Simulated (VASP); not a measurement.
# Zr2N (P4_2/mnm) in VASP: a series of runs

The runs below take Zr2N through single point, with PBEsol.

Everything below comes from runs of VASP 6.6.1. Logs are shortened: lines on timing, memory, paths and dates and some standing lists are left out, and cuts for length are marked.

**1. The cell of the first run**

Symmetry: P4_2/mnm, No. 136, tetragonal system. Conventional cell: a = 5.413 Å, b = 5.413 Å, c = 3.308 Å, α = 90.00°, β = 90.00°, γ = 90.00°. Within 3.0 Å of Zr (site symmetry m2m) lie 3 N at 2.27 Å. Within 3.0 Å of N (site symmetry mmm) lie 6 Zr at 2.27 Å.

**2. Single point, PBEsol**

INCAR

```
ALGO = Normal
EDIFF = 1E-6
ENCUT = 600
GGA = PS
GGA_COMPAT = False
ISIF = 2
ISMEAR = -1
LASPH = True
LCHARG = False
LREAL = False
LWAVE = False
NBANDS = 38
NELM = 120
PREC = Accurate
SIGMA = 0.3
```

KPOINTS

```
k-points
0
Gamma
  4 4 6
```

POSCAR

```
Zr2N
1.0
    5.4130000000      0.0000000000      0.0000000000
    0.0000000000      5.4130000000      0.0000000000
    0.0000000000      0.0000000000      3.3077900000
Zr N
4 2
Direct
    0.2961300000      0.2961300000      0.0000000000
    0.2038700000      0.7961300000      0.5000000000
    0.7038700000      0.7038700000      0.0000000000
    0.7961300000      0.2038700000      0.5000000000
    0.0000000000      0.0000000000      0.0000000000
    0.5000000000      0.5000000000      0.5000000000
```

Potentials or basis: VASP PAW PBE potentials, release 64 (Zr_sv, N).

The run is started by

```
cat potpaw_PBE.64/Zr_sv/POTCAR potpaw_PBE.64/N/POTCAR > POTCAR
mpirun -np 1 vasp_std > vasp.out
```

OUTCAR:

```text
EDIFF = 1E-6
   ENCUT = 600
   GGA = PS
   ISIF = 2
   ISMEAR = -1
   LASPH = True
   LREAL = False
   NELM = 120
   PREC = Accurate

 ion  position               nearest neighbor table
   1  0.296  0.296  0.000-   5 2.27   6 2.27   6 2.27   3 3.12   4 3.21   2 3.21   4 3.21   2 3.21
                             2 3.21   2 3.21   4 3.21   4 3.21   3 3.89   3 3.89
   2  0.204  0.796  0.500-   6 2.27   5 2.27   5 2.27   4 3.12   1 3.21   1 3.21   3 3.21   3 3.21
                             1 3.21   1 3.21   3 3.21   3 3.21   4 3.89   4 3.89
   3  0.704  0.704  0.000-   5 2.27   6 2.27   6 2.27   1 3.12   4 3.21   2 3.21   4 3.21   2 3.21
                             4 3.21   4 3.21   2 3.21   2 3.21   1 3.89   1 3.89
   4  0.796  0.204  0.500-   6 2.27   5 2.27   5 2.27   2 3.12   3 3.21   1 3.21   3 3.21   1 3.21
                             3 3.21   3 3.21   1 3.21   1 3.21   2 3.89   2 3.89
   5  0.000  0.000  0.000-   1 2.27   3 2.27   2 2.27   4 2.27   2 2.27   4 2.27
   6  0.500  0.500  0.500-   2 2.27   4 2.27   3 2.27   1 2.27   1 2.27   3 2.27

  LATTYP: Found a simple tetragonal cell.
 ALAT       =     5.4130000000
 C/A-ratio  =     0.6110825790

  Lattice vectors:

 A1 = (   5.4130000000,   0.0000000000,   0.0000000000)
 A2 = (   0.0000000000,   5.4130000000,   0.0000000000)
 A3 = (   0.0000000000,   0.0000000000,   3.3077900000)

Analysis of symmetry for initial positions (statically):
=====================================================================
 Subroutine PRICEL returns:
 Original cell was already a primitive cell.

 Routine SETGRP: Setting up the symmetry group for a
 simple tetragonal supercell.

 Subroutine GETGRP returns: Found 16 space group operations
 (whereof  8 operations were pure point group operations)
 out of a pool of 16 trial point group operations.

The static configuration has the point symmetry D_2h.
 The point group associated with its full space group is D_4h.

Analysis of symmetry for dynamics (positions and initial velocities):
=====================================================================
 Subroutine PRICEL returns:
 Original cell was already a primitive cell.

 Routine SETGRP: Setting up the symmetry group for a
 simple tetragonal supercell.

 Subroutine GETGRP returns: Found 16 space group operations
 (whereof  8 operations were pure point group operations)
 out of a pool of 16 trial point group operations.

The dynamic configuration has the point symmetry D_2h.
 The point group associated with its full space group is D_4h.
[... 100 lines left out ...]
   ISPIN  =      1    spin polarized calculation?
   LNONCOLLINEAR =      F non collinear calculations
   LSORBIT =      F    spin-orbit coupling
   LASPH  =      T    aspherical Exc in radial PAW
   ENCUT  =  600.0 eV  44.10 Ry    6.64 a.u.  10.81 10.81  6.61*2*pi/ulx,y,z
   NELM   =    120;   NELMIN=  2; NELMDL= -5     # of ELM steps
   EDIFF  = 0.1E-05   stopping-criterion for ELM
   LREAL  =      F    real-space projection
[... 7 lines left out ...]
   TEBEG  =    0.0;   TEEND  =   0.0 temperature during run
   PSTRESS=    0.0 pullay stress
   NELECT =      58.0000    total number of electrons
   NUPDOWN=      -1.0000    fix difference up-down
   EMIN   =  10.00;   EMAX   =-10.00  energy-range for DOS
   EFERMI =   0.00;   METHOD = LEGACY
   ISMEAR =    -1;   SIGMA  =   0.30  broadening in eV -4-tet -1-fermi 0-gaus
   EFERMI_NEDOS =   21; number of points for ismear=-14 and -15
   IALGO  =     38    algorithm
   IMIX   =      4    mixing-type and parameters
     AMIX     =   0.40;   BMIX     =  1.00
     AMIX_MAG =   1.60;   BMIX_MAG =  1.00
  volume/ion in A,a.u.               =      16.15       109.01
  Fermi-wavevector in a.u.,A,eV,Ry     =   1.379578  2.607024 25.895079  1.903235
  Thomas-Fermi vector in A             =   2.504534
   LORBIT       =      0    0 simple, 1 ext, 2 COOP (PROOUT), +10 PAW based schemes
   GGA     = PS    functional components
   LHFCALC =     F    Hartree Fock is set to
   AEXX    =    0.0000 exact exchange contribution
   IVDW    =     0    specifies the selected vdW correction
   LEPSILON=     F    determine dielectric tensor
   LRPA    =     F    only Hartree local field effects (RPA)
 non-spin polarized calculation
  energy-cutoff  :      600.00
  volume of cell :       96.92
 maximum number of plane-waves:      3265
 NGX is ok and might be reduce to    48
   NGX = 21   NGY = 21   NGZ = 13

 number of electron      58.0000000 magnetization

 Free energy of the ion-electron system (eV)
  ---------------------------------------------------
  ext. energy  EPLUGINS =         0.00000000
  ---------------------------------------------------
  free energy    TOTEN  =       -62.26587240 eV

  energy without entropy =      -61.24152321  energy(sigma->0) =      -61.75369781

 E-fermi :   9.6357     XC(G=0): -11.8275

 val. band max:        9.5594693227   @ k =   0.2500   0.2500   0.3333
 cond. band min:       9.7152831002   @ k =   0.2500   0.0000   0.1667
 fundamental gap:      0.1558137775
 Fermi energy:         9.6356817060

 k-point     1 :       0.0000    0.0000    0.0000
  band No.  band energies     occupation
      1     -39.0169      2.00000
      2     -38.8765      2.00000
      3     -38.8765      2.00000
      4     -38.8185      2.00000
      5     -17.9452      2.00000
      6     -17.3709      2.00000
[... 973 lines left out ...]
     37      14.2464      0.00000
     38      14.2464      0.00000

------------------------ aborting loop because EDIFF is reached ----------------------------------------

  FORCE on cell =-STRESS in cart. coord.  units (eV):
  Direction    XX          YY          ZZ          XY          YZ          ZX
  --------------------------------------------------------------------------------------
  -------------------------------------------------------------------------------------
  Total       -2.3663093     -2.3663093     -2.8174215     -0.0000000      0.0000000      0.0000000
  in kB      -39.1172314    -39.1172314    -46.5745231     -0.0000000      0.0000000      0.0000000
  external PRESSURE =     -41.6029953 kB  Pullay stress =       0.0000000 kB

 VOLUME and BASIS-vectors are now :
 -----------------------------------------------------------------------------
  energy-cutoff  :      600.00
  volume of cell :       96.92
      direct lattice vectors                 reciprocal lattice vectors
     5.413000000  0.000000000  0.000000000     0.184740440  0.000000000  0.000000000
     0.000000000  5.413000000  0.000000000     0.000000000  0.184740440  0.000000000
     0.000000000  0.000000000  3.307790000     0.000000000  0.000000000  0.302316653

 POSITION                                       TOTAL-FORCE (eV/Angst)
 -----------------------------------------------------------------------------------
      1.60295      1.60295      0.00000        -0.030501     -0.030501      0.000000
      1.10355      4.30945      1.65389         0.030501     -0.030501      0.000000
      3.81005      3.81005      0.00000         0.030501      0.030501      0.000000
      4.30945      1.10355      1.65389        -0.030501      0.030501      0.000000
      0.00000      0.00000      0.00000         0.000000      0.000000      0.000000
      2.70650      2.70650      1.65389         0.000000      0.000000      0.000000
 -----------------------------------------------------------------------------------
    total drift:                               -0.000000      0.000000     -0.000000

  FREE ENERGIE OF THE ION-ELECTRON SYSTEM (eV)
  ---------------------------------------------------
  free  energy   TOTEN  =       -62.2658724034 eV

  energy  without entropy=      -61.2415232070  energy(sigma->0) =      -61.75369781
```

OSZICAR:

```text
N       E                     dE             d eps       ncg     rms          rms(c)
DAV:   1     0.616750362180E+03    0.61675E+03   -0.33508E+04  1824   0.172E+03
DAV:   2    -0.116029767935E+02   -0.62835E+03   -0.61096E+03  2026   0.479E+02
DAV:   3    -0.662202578884E+02   -0.54617E+02   -0.53710E+02  2892   0.115E+02
DAV:   4    -0.698165848312E+02   -0.35963E+01   -0.35848E+01  2664   0.261E+01
DAV:   5    -0.699654805767E+02   -0.14890E+00   -0.14883E+00  2578   0.464E+00    0.341E+01
DAV:   6    -0.625225188019E+02    0.74430E+01   -0.43709E+01  2296   0.277E+01    0.148E+01
DAV:   7    -0.623284098157E+02    0.19411E+00   -0.53370E+00  2518   0.796E+00    0.790E+00
DAV:   8    -0.622819230922E+02    0.46487E-01   -0.52514E-01  2132   0.345E+00    0.124E+00
DAV:   9    -0.622680016736E+02    0.13921E-01   -0.18510E-01  2394   0.149E+00    0.697E-01
DAV:  10    -0.622657302992E+02    0.22714E-02   -0.33166E-02  2348   0.851E-01    0.147E-01
DAV:  11    -0.622659103817E+02   -0.18008E-03   -0.93608E-04  2392   0.189E-01    0.406E-02
DAV:  12    -0.622658719145E+02    0.38467E-04   -0.16901E-04  2550   0.553E-02    0.905E-03
DAV:  13    -0.622658724034E+02   -0.48895E-06   -0.77744E-06  1862   0.133E-02
   1 F= -.62265872E+02 E0= -.61753698E+02  d E =-.102435E+01
```

stdout:

```text
POSCAR found type information on POSCAR ZrN
 POSCAR found :  2 types and       6 ions
 scaLAPACK will be used
 -----------------------------------------------------------------------------
|                                                                             |
|                                                                             |
|     You enforced a specific xc type in the INCAR file but a different       |
|     I HOPE YOU KNOW WHAT YOU ARE DOING!                                     |
|                                                                             |
 -----------------------------------------------------------------------------

 LDA part: xc-table for (Slater+PW92), standard interpolation
 POSCAR, INCAR and KPOINTS ok, starting setup
 FFT: planning ... GRIDC
 FFT: planning ... GRID_SOFT
 FFT: planning ... GRID
 WAVECAR not read
 entering main loop
```

Wall time 84 s (1 thread of AMD EPYC 7R13 (Zen 3), shared host); peak memory 0.25 GiB.

Results:

| Quantity | Value |
| --- | --- |
| Free energy | -62.2659 eV |
| Pressure | -4.2 GPa |
| Largest force | 0.043 eV/Å |
| Band gap on the k mesh | zero (bands 29 and 30 overlap by 2.52 eV) |

Forces in eV/Å, atoms in the order of the input:
```
Zr  -0.031 -0.031  0.000
Zr   0.031 -0.031  0.000
Zr   0.031  0.031  0.000
Zr  -0.031  0.031  0.000
N    0.000  0.000  0.000
N    0.000  0.000  0.000
```

Levels at points of the mesh, in eV from the Fermi level:
| k point | band 27 | band 28 | band 29 | band 30 | band 31 | band 32 | band 33 | band 34 |
| --- | --- | --- | --- | --- | --- | --- | --- | --- |
| (0.00, 0.00, 0.00) | 0.21 | 0.50 | 0.66 | 0.95 | 0.95 | 1.21 | 1.29 | 1.29 |
| (0.50, 0.00, 0.00) | -1.02 | -1.02 | 1.34 | 1.34 | 1.40 | 1.40 | 1.65 | 1.65 |
| (0.50, 0.50, 0.00) | -1.14 | -1.14 | 0.85 | 0.85 | 1.25 | 1.25 | 1.52 | 1.52 |
| (0.00, 0.00, 0.50) | -1.19 | -1.19 | -1.18 | -1.18 | 1.84 | 1.84 | 2.99 | 2.99 |
| (0.50, 0.00, 0.50) | -0.95 | -0.95 | -0.83 | -0.83 | 1.43 | 1.43 | 3.24 | 3.24 |
| (0.50, 0.50, 0.50) | -0.96 | -0.96 | -0.35 | -0.35 | 1.08 | 1.08 | 2.55 | 2.55 |

Caveat: the cell stands under tension; so wide a smearing shifts energies and pressures; the PAW data sets were made with another functional, which shifts forces and pressure a little.

**3. Single point, PBEsol**

INCAR

```
SYSTEM = Zr2N
PREC = Accurate
ENCUT = 600
EDIFF = 1E-6
ISMEAR = -1
SIGMA = 0.3
LREAL = .FALSE.
LASPH = .TRUE.
NELM = 120
ALGO = Normal
ISIF = 2
LWAVE = .FALSE.
LCHARG = .FALSE.
GGA = PS
NBANDS = 38
GGA_COMPAT = .FALSE.
```

KPOINTS

```
regular mesh
0
G
  4 4 6
  0 0 0
```

POSCAR is that of step 2.

Potentials or basis: VASP PAW PBE potentials, release 64 (Zr_sv, N).

The run is started by

```
cat potpaw_PBE.64/Zr_sv/POTCAR potpaw_PBE.64/N/POTCAR > POTCAR
mpirun -np 1 vasp_std > vasp.out
```

OUTCAR:

```text
SYSTEM = Zr2N
   PREC = Accurate
   ENCUT = 600
   EDIFF = 1E-6
   ISMEAR = -1
   LREAL = .FALSE.
   LASPH = .TRUE.
   NELM = 120
   ISIF = 2
   GGA = PS

 ion  position               nearest neighbor table
   1  0.296  0.296  0.000-   5 2.27   6 2.27   6 2.27   3 3.12   4 3.21   2 3.21   4 3.21   2 3.21
                             2 3.21   2 3.21   4 3.21   4 3.21   3 3.89   3 3.89
   2  0.204  0.796  0.500-   6 2.27   5 2.27   5 2.27   4 3.12   1 3.21   1 3.21   3 3.21   3 3.21
                             1 3.21   1 3.21   3 3.21   3 3.21   4 3.89   4 3.89
   3  0.704  0.704  0.000-   5 2.27   6 2.27   6 2.27   1 3.12   4 3.21   2 3.21   4 3.21   2 3.21
                             4 3.21   4 3.21   2 3.21   2 3.21   1 3.89   1 3.89
   4  0.796  0.204  0.500-   6 2.27   5 2.27   5 2.27   2 3.12   3 3.21   1 3.21   3 3.21   1 3.21
                             3 3.21   3 3.21   1 3.21   1 3.21   2 3.89   2 3.89
   5  0.000  0.000  0.000-   1 2.27   3 2.27   2 2.27   4 2.27   2 2.27   4 2.27
   6  0.500  0.500  0.500-   2 2.27   4 2.27   3 2.27   1 2.27   1 2.27   3 2.27

  LATTYP: Found a simple tetragonal cell.
 ALAT       =     5.4130000000
 C/A-ratio  =     0.6110825790

  Lattice vectors:

[... 191 lines left out ...]
 fundamental gap:      0.1558137775
 Fermi energy:         9.6356817060

 k-point     1 :       0.0000    0.0000    0.0000
  band No.  band energies     occupation
      1     -39.0169      2.00000
      2     -38.8765      2.00000
      3     -38.8765      2.00000
      4     -38.8185      2.00000
      5     -17.9452      2.00000
      6     -17.3709      2.00000
[... 973 lines left out ...]
     37      14.2464      0.00000
     38      14.2464      0.00000

------------------------ aborting loop because EDIFF is reached ----------------------------------------

  FORCE on cell =-STRESS in cart. coord.  units (eV):
  Direction    XX          YY          ZZ          XY          YZ          ZX
  --------------------------------------------------------------------------------------
  -------------------------------------------------------------------------------------
  Total       -2.3663093     -2.3663093     -2.8174215     -0.0000000      0.0000000      0.0000000
  in kB      -39.1172314    -39.1172314    -46.5745231     -0.0000000      0.0000000      0.0000000
  external PRESSURE =     -41.6029953 kB  Pullay stress =       0.0000000 kB

 VOLUME and BASIS-vectors are now :
 -----------------------------------------------------------------------------
  energy-cutoff  :      600.00
  volume of cell :       96.92
      direct lattice vectors                 reciprocal lattice vectors
     5.413000000  0.000000000  0.000000000     0.184740440  0.000000000  0.000000000
     0.000000000  5.413000000  0.000000000     0.000000000  0.184740440  0.000000000
     0.000000000  0.000000000  3.307790000     0.000000000  0.000000000  0.302316653

 POSITION                                       TOTAL-FORCE (eV/Angst)
 -----------------------------------------------------------------------------------
      1.60295      1.60295      0.00000        -0.030501     -0.030501      0.000000
      1.10355      4.30945      1.65389         0.030501     -0.030501      0.000000
      3.81005      3.81005      0.00000         0.030501      0.030501      0.000000
      4.30945      1.10355      1.65389        -0.030501      0.030501      0.000000
      0.00000      0.00000      0.00000         0.000000      0.000000      0.000000
      2.70650      2.70650      1.65389         0.000000      0.000000      0.000000
 -----------------------------------------------------------------------------------
    total drift:                               -0.000000      0.000000     -0.000000

  FREE ENERGIE OF THE ION-ELECTRON SYSTEM (eV)
  ---------------------------------------------------
  free  energy   TOTEN  =       -62.2658724034 eV

  energy  without entropy=      -61.2415232070  energy(sigma->0) =      -61.75369781
```

OSZICAR:

```text
N       E                     dE             d eps       ncg     rms          rms(c)
DAV:   1     0.616750362180E+03    0.61675E+03   -0.33508E+04  1824   0.172E+03
DAV:   2    -0.116029767935E+02   -0.62835E+03   -0.61096E+03  2026   0.479E+02
DAV:   3    -0.662202578884E+02   -0.54617E+02   -0.53710E+02  2892   0.115E+02
DAV:   4    -0.698165848312E+02   -0.35963E+01   -0.35848E+01  2664   0.261E+01
DAV:   5    -0.699654805767E+02   -0.14890E+00   -0.14883E+00  2578   0.464E+00    0.341E+01
DAV:   6    -0.625225188019E+02    0.74430E+01   -0.43709E+01  2296   0.277E+01    0.148E+01
DAV:   7    -0.623284098157E+02    0.19411E+00   -0.53370E+00  2518   0.796E+00    0.790E+00
DAV:   8    -0.622819230922E+02    0.46487E-01   -0.52514E-01  2132   0.345E+00    0.124E+00
DAV:   9    -0.622680016736E+02    0.13921E-01   -0.18510E-01  2394   0.149E+00    0.697E-01
DAV:  10    -0.622657302992E+02    0.22714E-02   -0.33166E-02  2348   0.851E-01    0.147E-01
DAV:  11    -0.622659103817E+02   -0.18008E-03   -0.93608E-04  2392   0.189E-01    0.406E-02
DAV:  12    -0.622658719145E+02    0.38467E-04   -0.16901E-04  2550   0.553E-02    0.905E-03
DAV:  13    -0.622658724034E+02   -0.48895E-06   -0.77744E-06  1862   0.133E-02
   1 F= -.62265872E+02 E0= -.61753698E+02  d E =-.102435E+01
```

Run time: 84 s. Hardware: 1 thread of AMD EPYC 7R13 (Zen 3), shared host; peak memory 0.25 GiB.

Results:

- Free energy: -62.2659 eV
- Pressure: -4.2 GPa
- Largest force: 0.043 eV/Å
- Band gap on the k mesh: zero (bands 29 and 30 overlap by 2.52 eV)

Forces on the atoms (eV/Å):
```
Zr  -0.031 -0.031  0.000
Zr   0.031 -0.031  0.000
Zr   0.031  0.031  0.000
Zr  -0.031  0.031  0.000
N    0.000  0.000  0.000
N    0.000  0.000  0.000
```

Stress tensor (GPa, compression positive):
```
-3.91  0.00  0.00
 0.00 -3.91  0.00
 0.00  0.00 -4.66
```

Levels at points of the mesh, in eV from the Fermi level:
| k point | band 27 | band 28 | band 29 | band 30 | band 31 | band 32 | band 33 | band 34 |
| --- | --- | --- | --- | --- | --- | --- | --- | --- |
| (0.00, 0.00, 0.00) | 0.21 | 0.50 | 0.66 | 0.95 | 0.95 | 1.21 | 1.29 | 1.29 |
| (0.50, 0.00, 0.00) | -1.02 | -1.02 | 1.34 | 1.34 | 1.40 | 1.40 | 1.65 | 1.65 |
| (0.50, 0.50, 0.00) | -1.14 | -1.14 | 0.85 | 0.85 | 1.25 | 1.25 | 1.52 | 1.52 |
| (0.00, 0.00, 0.50) | -1.19 | -1.19 | -1.18 | -1.18 | 1.84 | 1.84 | 2.99 | 2.99 |
| (0.50, 0.00, 0.50) | -0.95 | -0.95 | -0.83 | -0.83 | 1.43 | 1.43 | 3.24 | 3.24 |
| (0.50, 0.50, 0.50) | -0.96 | -0.96 | -0.35 | -0.35 | 1.08 | 1.08 | 2.55 | 2.55 |

Caveat: the cell stands under tension; so wide a smearing shifts energies and pressures; the PAW data sets were made with another functional, which shifts forces and pressure a little.

The gap in the log of VASP goes by the Fermi energy; the results here count the filled bands.